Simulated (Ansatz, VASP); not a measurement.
W: VASP beside Ansatz

```
W
1.0
    -1.58000    1.58000    1.58000
     1.58000   -1.58000    1.58000
     1.58000    1.58000   -1.58000
W
1
Direct
  0.00000 0.00000 0.00000
```

Alike in both runs: task single point; functional PBEsol; k mesh 18 × 18 × 18; occupations gaussian, width 0.05 eV; no spin polarisation.

|  | VASP | Ansatz |
| --- | --- | --- |
| version | VASP 6.6.1 | Ansatz 0.2.0 |
| potentials or method | VASP PAW PBE potentials, release 64 (W_sv), cutoff 520 eV | scalar-relativistic, plane waves, PAW |
| valence electrons in the cell | 14 | 14 |

Ansatz gave:

| Quantity | Value |
| --- | --- |
| pressure (GPa) | -1.8 |

**Question.** What did VASP give for the same quantities?

**Answer.** Pressure (GPa): -1.1.

VASP's potentials were made for PBE, not for PBEsol. The functional is the same, so the differences come from potentials, cutoffs and numerics.

Spin-orbit coupling is off throughout.
